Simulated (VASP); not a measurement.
# Cr (Pm-3m) in VASP: notebook

The runs below take Cr through single point, with BLYP.

All numbers are computed with VASP 6.6.1; they aren't measurements. Logs are shortened: lines on timing, memory, paths and dates and some standing lists are left out, and cuts for length are marked.

## Step 1: The cell of the first run

Symmetry: Pm-3m, No. 221, cubic system. Conventional cell: a = 2.429 Å, b = 2.429 Å, c = 2.429 Å, α = 90.00°, β = 90.00°, γ = 90.00°. Within 3.2 Å of Cr (site symmetry m-3m) lie 6 Cr at 2.43 Å.

## Step 2: Single point, BLYP (volume scaled by 1.08)

Input file INCAR:

```
  PREC = Accurate
  ENCUT = 520
  EDIFF = 1E-6
  ISMEAR = -1
  SIGMA = 0.1
  LREAL = F
  LASPH = T
  NELM = 100
  ALGO = Normal
  ISIF = 2
  LWAVE = F
  LCHARG = T
  GGA = B5
  ALDAX = 1.0
  AGGAX = 1.0
  AGGAC = 1.0
  ALDAC = 0.0
  LELF = T
  LVHAR = T
  NBANDS = 12
```

Input file KPOINTS:

```
regular mesh
0
Gamma
  15 15 15
```

Input file POSCAR:

```
Cr
1.0
    2.4291174460      0.0000000000      0.0000000000
    0.0000000000      2.4291174460      0.0000000000
    0.0000000000      0.0000000000      2.4291174460
Cr
1
Direct
    0.0000000000      0.0000000000      0.0000000000
```

Potentials or basis: VASP PAW PBE potentials, release 64 (Cr_pv).

On the command line:

```console
$ cat potpaw_PBE.64/Cr_pv/POTCAR > POTCAR
$ mpirun -np 1 vasp_std > vasp.out
```

OUTCAR:

```text
PREC = Accurate
   ENCUT = 520
   EDIFF = 1E-6
   ISMEAR = -1
   LREAL = F
   LASPH = T
   NELM = 100
   ISIF = 2
   GGA = B5

 ion  position               nearest neighbor table
   1  0.000  0.000  0.000-

  LATTYP: Found a simple cubic cell.
 ALAT       =     2.4291174460

  Lattice vectors:

 A1 = (   2.4291174460,   0.0000000000,   0.0000000000)
 A2 = (   0.0000000000,   2.4291174460,   0.0000000000)
 A3 = (   0.0000000000,   0.0000000000,   2.4291174460)

Analysis of symmetry for initial positions (statically):
=====================================================================
 Subroutine PRICEL returns:
 Original cell was already a primitive cell.

 Routine SETGRP: Setting up the symmetry group for a
 simple cubic supercell.

 Subroutine GETGRP returns: Found 48 space group operations
 (whereof 48 operations were pure point group operations)
 out of a pool of 48 trial point group operations.

The static configuration has the point symmetry O_h .

Analysis of symmetry for dynamics (positions and initial velocities):
=====================================================================
 Subroutine PRICEL returns:
 Original cell was already a primitive cell.

 Routine SETGRP: Setting up the symmetry group for a
 simple cubic supercell.

 Subroutine GETGRP returns: Found 48 space group operations
 (whereof 48 operations were pure point group operations)
 out of a pool of 48 trial point group operations.

The dynamic configuration has the point symmetry O_h .

 Subroutine INISYM returns: Found 48 space group operations
 (whereof 48 operations are pure point group operations),
 and found     1 'primitive' translations

----------------------------------------------------------------------------------------

                                     Primitive cell

  volume of cell :      14.3333

  direct lattice vectors                    reciprocal lattice vectors
     2.429117446  0.000000000  0.000000000     0.411672149  0.000000000  0.000000000
     0.000000000  2.429117446  0.000000000     0.000000000  0.411672149  0.000000000
     0.000000000  0.000000000  2.429117446     0.000000000  0.000000000  0.411672149

  length of vectors
     2.429117446  2.429117446  2.429117446     0.411672149  0.411672149  0.411672149

  position of ions in fractional coordinates (direct lattice)
     0.000000000  0.000000000  0.000000000

  ion indices of the primitive-cell ions
   primitive index   ion index
                 1           1

----------------------------------------------------------------------------------------

 KPOINTS: regular mesh

Automatic generation of k-mesh.
 Grid dimensions read from file:
 generate k-points for:   15   15   15

 Generating k-lattice:

  Cartesian coordinates                     Fractional coordinates (reciprocal lattice)
     0.027444810  0.000000000  0.000000000     0.066666667  0.000000000  0.000000000
     0.000000000  0.027444810  0.000000000     0.000000000  0.066666667  0.000000000
     0.000000000  0.000000000  0.027444810     0.000000000  0.000000000  0.066666667

  Length of vectors
     0.027444810  0.027444810  0.027444810

  Shift w.r.t. Gamma in fractional coordinates (k-lattice)
     0.000000000  0.000000000  0.000000000

 Subroutine IBZKPT returns following result:
 ===========================================

 Found    120 irreducible k-points:

 Following reciprocal coordinates:
            Coordinates               Weight
  0.000000  0.000000  0.000000      1.000000
  0.066667  0.000000  0.000000      6.000000
  0.133333  0.000000  0.000000      6.000000
  0.200000  0.000000  0.000000      6.000000
  0.266667  0.000000  0.000000      6.000000
  0.333333  0.000000  0.000000      6.000000
[... 16 lines left out ...]
  0.266667  0.200000  0.000000     24.000000
  0.333333  0.200000  0.000000     24.000000
 [... further k-points ...]
   k-points           NKPTS =    120   k-points in BZ     NKDIM =    120   number of bands    NBANDS=     12
   number of dos      NEDOS =    301   number of ions     NIONS =      1
   total plane-waves  NPLWV =   5832
   dimension x,y,z NGX =    18 NGY =   18 NGZ =   18
   dimension x,y,z NGXF=    36 NGYF=   36 NGZF=   36
   ions per type =               1
   NGX,Y,Z   is equivalent  to a cutoff of  12.32, 12.32, 12.32 a.u.
   NGXF,Y,Z  is equivalent  to a cutoff of  24.64, 24.64, 24.64 a.u.
 SYSTEM =  unknown system
   PREC   = accura    normal or accurate (medium, high low for compatibility)
   ISTART =      0    job   : 0-new  1-cont  2-samecut
   ICHARG =      2    charge: 1-file 2-atom 10-const
   ISPIN  =      1    spin polarized calculation?
   LNONCOLLINEAR =      F non collinear calculations
   LSORBIT =      F    spin-orbit coupling
   LASPH  =      T    aspherical Exc in radial PAW
   ENCUT  =  520.0 eV  38.22 Ry    6.18 a.u.   4.52  4.52  4.52*2*pi/ulx,y,z
   NELM   =    100;   NELMIN=  2; NELMDL= -5     # of ELM steps
   EDIFF  = 0.1E-05   stopping-criterion for ELM
   LREAL  =      F    real-space projection
   EDIFFG = 0.1E-04   stopping-criterion for IOM
   NSW    =      0    number of steps for IOM
   IBRION =     -1    ionic relax: 0-MD 1-quasi-New 2-CG
   NFREE  =      0    steps in history (QN), initial steepest desc. (CG)
   ISIF   =      2    stress and relaxation
   ISYM   =      2    0-nonsym 1-usesym 2-fastsym
   POTIM  = 0.5000    time-step for ionic-motion
   TEBEG  =    0.0;   TEEND  =   0.0 temperature during run
   PSTRESS=    0.0 pullay stress
   NELECT =      12.0000    total number of electrons
   NUPDOWN=      -1.0000    fix difference up-down
   EMIN   =  10.00;   EMAX   =-10.00  energy-range for DOS
   EFERMI =   0.00;   METHOD = LEGACY
   ISMEAR =    -1;   SIGMA  =   0.10  broadening in eV -4-tet -1-fermi 0-gaus
   EFERMI_NEDOS =   21; number of points for ismear=-14 and -15
   IALGO  =     38    algorithm
   IMIX   =      4    mixing-type and parameters
     AMIX     =   0.40;   BMIX     =  1.00
     AMIX_MAG =   1.60;   BMIX_MAG =  1.00
  volume/ion in A,a.u.               =      14.33        96.73
  Fermi-wavevector in a.u.,A,eV,Ry     =   1.542955  2.915763 32.391549  2.380712
  Thomas-Fermi vector in A             =   2.648687
   LORBIT       =      0    0 simple, 1 ext, 2 COOP (PROOUT), +10 PAW based schemes
   GGA     = B5    functional components
   LHFCALC =     F    Hartree Fock is set to
   AEXX    =    0.0000 exact exchange contribution
   IVDW    =     0    specifies the selected vdW correction
   LEPSILON=     F    determine dielectric tensor
   LRPA    =     F    only Hartree local field effects (RPA)
 non-spin polarized calculation
  energy-cutoff  :      520.00
  volume of cell :       14.33
 maximum number of plane-waves:       397
 NGX is ok and might be reduce to    18
   NGX =  9   NGY =  9   NGZ =  9

 number of electron      11.9999981 magnetization

 Free energy of the ion-electron system (eV)
  ---------------------------------------------------
  ext. energy  EPLUGINS =         0.00000000
  ---------------------------------------------------
  free energy    TOTEN  =        -7.47117342 eV

  energy without entropy =       -7.41806692  energy(sigma->0) =       -7.44462017

 E-fermi :   8.6845     XC(G=0): -11.7563

 val. band max:        8.6839375022   @ k =   0.3333   0.2667   0.2000
 cond. band min:       8.6897121077   @ k =   0.4000   0.2667   0.1333
 fundamental gap:      0.0057746055
 Fermi energy:         8.6844803201

 k-point     1 :       0.0000    0.0000    0.0000
  band No.  band energies     occupation
      1     -33.7917      2.00000
      2     -33.7917      2.00000
      3     -33.7917      2.00000
      4       1.9887      2.00000
      5       5.9189      2.00000
      6       5.9189      2.00000
      7      10.8236      0.00000
      8      10.8236      0.00000
      9      10.8236      0.00000
     10      15.8106      0.00000
     11      27.0657      0.00000
     12      27.0657      0.00000

 k-point     2 :       0.0667    0.0000    0.0000
  band No.  band energies     occupation
      1     -33.8248      2.00000
      2     -33.7889      2.00000
      3     -33.7889      2.00000
      4       2.1185      2.00000
      5       5.9448      2.00000
      6       6.0054      2.00000
      7      10.7415      0.00000
      8      10.7416      0.00000
      9      10.8300      0.00000
     10      15.8106      0.00000
     11      25.8278      0.00000
     12      27.2600      0.00000

 k-point     3 :       0.1333    0.0000    0.0000
  band No.  band energies     occupation
      1     -33.9182      2.00000
      2     -33.7809      2.00000
      3     -33.7809      2.00000
      4       2.4949      2.00000
      5       6.0189      2.00000
      6       6.2568      2.00000
      7      10.5161      0.00000
      8      10.5161      0.00000
      9      10.8479      0.00000
     10      15.8105      0.00000
     11      23.5860      0.00000
     12      27.8229      0.00000

 k-point     4 :       0.2000    0.0000    0.0000
  band No.  band energies     occupation
      1     -34.0541      2.00000
      2     -33.7692      2.00000
      3     -33.7692      2.00000
      4       3.0805      2.00000
      5       6.1301      2.00000
      6       6.6474      2.00000
      7      10.1996      0.00000
      8      10.1997      0.00000
      9      10.8744      0.00000
     10      15.8106      0.00000
     11      21.2900      0.00000
     12      28.7034      0.00000

 k-point     5 :       0.2667    0.0000    0.0000
  band No.  band energies     occupation
      1     -34.2082      2.00000
      2     -33.7557      2.00000
      3     -33.7557      2.00000
      4       3.8139      2.00000
      5       6.2610      2.00000
      6       7.1293      2.00000
      7       9.8562      0.00002
      8       9.8563      0.00002
      9      10.9050      0.00000
     10      15.8106      0.00000
     11      19.1673      0.00000
     12      29.8388      0.00000

 k-point     6 :       0.3333    0.0000    0.0000
  band No.  band energies     occupation
      1     -34.3535      2.00000
      2     -33.7428      2.00000
      3     -33.7428      2.00000
      4       4.6053      2.00000
      5       6.3896      2.00000
      6       7.6300      1.99995
      7       9.5452      0.00037
      8       9.5452      0.00037
      9      10.9344      0.00000
     10      15.8105      0.00000
     11      17.3329      0.00000
     12      29.7462      0.00000

 k-point     7 :       0.4000    0.0000    0.0000
  band No.  band energies     occupation
      1     -34.4657      2.00000
      2     -33.7327      2.00000
      3     -33.7327      2.00000
      4       5.3202      2.00000
      5       6.4926      2.00000
      6       8.0558      1.99628
      7       9.3125      0.00374
      8       9.3126      0.00374
      9      10.9574      0.00000
     10      15.8106      0.00000
     11      15.9185      0.00000
     12      29.3406      0.00000

 k-point     8 :       0.4667    0.0000    0.0000
  band No.  band energies     occupation
      1     -34.5267      2.00000
      2     -33.7272      2.00000
      3     -33.7272      2.00000
      4       5.7668      2.00000
      5       6.5499      2.00000
      6       8.3066      1.95533
      7       9.1887      0.01284
      8       9.1887      0.01284
      9      10.9701      0.00000
     10      15.1163      0.00000
     11      15.8105      0.00000
     12      29.1168      0.00000
[... 166 lines left out ...]
 k-point    20 :       0.4000    0.1333    0.0000
  band No.  band energies     occupation
      1     -34.4494      2.00000
      2     -33.8531      2.00000
      3     -33.7225      2.00000
      4       5.6720      2.00000
      5       6.7765      2.00000
      6       7.5168      1.99998
      7       9.3658      0.00220
      8       9.9805      0.00000
      9      10.6915      0.00000
     10      15.8105      0.00000
     11      16.1220      0.00000
     12      27.2049      0.00000

 k-point    21 :       0.4667    0.1333    0.0000
  band No.  band energies     occupation
      1     -34.5098      2.00000
      2     -33.8470      2.00000
      3     -33.7170      2.00000
      4       6.1571      2.00000
      5       6.9111      2.00000
      6       7.2530      2.00000
      7       9.2445      0.00737
      8      10.4103      0.00000
      9      10.7071      0.00000
     10      15.1495      0.00000
     11      15.8106      0.00000
     12      27.7250      0.00000

 k-point    22 :       0.2000    0.2000    0.0000
  band No.  band energies     occupation
      1     -34.0370      2.00000
      2     -34.0169      2.00000
      3     -33.7472      2.00000
      4       4.0619      2.00000
      5       6.5528      2.00000
      6       7.1772      2.00000
      7       9.6039      0.00020
      8      10.2050      0.00000
      9      10.3564      0.00000
     10      15.8105      0.00000
     11      21.7005      0.00000
     12      23.1580      0.00000

 k-point    23 :       0.2667    0.2000    0.0000
  band No.  band energies     occupation
      1     -34.1789      2.00000
      2     -34.0099      2.00000
      3     -33.7339      2.00000
      4       4.6755      2.00000
      5       6.6880      2.00000
      6       7.5950      1.99996
      7       9.4531      0.00092
      8       9.9363      0.00001
      9      10.3441      0.00000
     10      15.8106      0.00000
     11      19.9491      0.00000
     12      23.4934      0.00000

 k-point    24 :       0.3333    0.2000    0.0000
  band No.  band energies     occupation
      1     -34.3214      2.00000
      2     -33.9947      2.00000
      3     -33.7213      2.00000
      4       5.3024      2.00000
      5       6.7718      2.00000
      6       7.8099      1.99968
      7       9.6455      0.00013
      8       9.7358      0.00005
      9      10.3814      0.00000
     10      15.8106      0.00000
     11      18.0213      0.00000
     12      24.3304      0.00000

 [... further k-points ...]
[... 5 lines left out ...]
  --------------------------------------------------------------------------------------
  -------------------------------------------------------------------------------------
  Total       -0.9642036     -0.9642036     -0.9642036     -0.0000000     -0.0000000      0.0000000
  in kB     -107.7789141   -107.7789141   -107.7789141     -0.0000000     -0.0000000      0.0000000
  external PRESSURE =    -107.7789141 kB  Pullay stress =       0.0000000 kB

 VOLUME and BASIS-vectors are now :
 -----------------------------------------------------------------------------
  energy-cutoff  :      520.00
  volume of cell :       14.33
      direct lattice vectors                 reciprocal lattice vectors
     2.429117446  0.000000000  0.000000000     0.411672149  0.000000000  0.000000000
     0.000000000  2.429117446  0.000000000     0.000000000  0.411672149  0.000000000
     0.000000000  0.000000000  2.429117446     0.000000000  0.000000000  0.411672149

 POSITION                                       TOTAL-FORCE (eV/Angst)
 -----------------------------------------------------------------------------------
      0.00000      0.00000      0.00000         0.000000      0.000000      0.000000
 -----------------------------------------------------------------------------------
    total drift:                                0.000000      0.000000      0.000000

  FREE ENERGIE OF THE ION-ELECTRON SYSTEM (eV)
  ---------------------------------------------------
  free  energy   TOTEN  =        -7.4711734203 eV

  energy  without entropy=       -7.4180669245  energy(sigma->0) =       -7.44462017
```

Run time: 7.5 s. Hardware: 1 thread of Intel Xeon 6975P-C (Granite Rapids), shared host; peak memory 0.13 GiB.

Results:

```yaml
Free_energy: -7.4712 eV
Pressure: -10.8 GPa
Band_gap_on_the_k_mesh: zero (band 6 reaches 9.59 eV, above the bottom of band 7 at 8.13 eV)
```

Caveat: the PAW data sets were made with another functional, which shifts forces and pressure a little; the run has no spin polarisation, though such a crystal can be magnetic. Spin polarisation is off, so any magnetic state and its effect on volume and gap are missing.

(Continued in part 2 of 2.)
